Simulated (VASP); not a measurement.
Wanted: the native input for a VASP 6.6.1 run.

```yaml
Task: single point
Functional: LDA
Potentials_or_basis: VASP PAW LDA potentials, release 64 (Te, Mo_sv)
Cutoff: 520 eV
k_mesh: 12 × 12 × 2
Occupations: gaussian, width 0.05 eV
Spin: no spin polarisation
Dipole_correction: no
Further_INCAR_settings: ALGO = Normal; EDIFF = 1e-06; NBANDS = 20
```

The structure of Te2Mo lies in POSCAR:

```
Te2Mo
1.0
    3.4665480215      0.0000000000      0.0000000000
   -1.7332740108      3.0021186501      0.0000000000
    0.0000000000      0.0000000000     17.5198113284
Te Mo
2 1
Direct
    0.3333333333      0.6666666667      0.8975342416
    0.3333333333      0.6666666667      0.1024657584
    0.0000000000      0.0000000000      0.0000000000
```

One way to write it, as run:

INCAR

```
SYSTEM = Te2Mo
PREC = Accurate ; ENCUT = 520
EDIFF = 1E-6 ; ISMEAR = 0
SIGMA = 0.05 ; LREAL = .FALSE.
LASPH = .TRUE. ; NELM = 60
ALGO = Normal ; ISIF = 2
LWAVE = .FALSE. ; LCHARG = .FALSE.
GGA = CA ; NBANDS = 20
```

KPOINTS

```
regular mesh
0
G
  12 12 2
  0 0 0
```

Potentials or basis: VASP PAW LDA potentials, release 64 (Te, Mo_sv).

Launch:

```sh
$ cat potpaw_LDA.64/Te/POTCAR potpaw_LDA.64/Mo_sv/POTCAR > POTCAR
$ mpirun -np 1 vasp_std > vasp.out
```

It gave:

- Largest force: 0.053 eV/Å
- Band gap on the k mesh: 1.24 eV

Caveat: spin-orbit coupling is left out, which moves the levels of the heavy elements.

Wall time 120 s on 1 thread of Intel(R) Xeon(R) 6975P-C (Granite Rapids), on a shared host, peak memory 0.33 GiB.
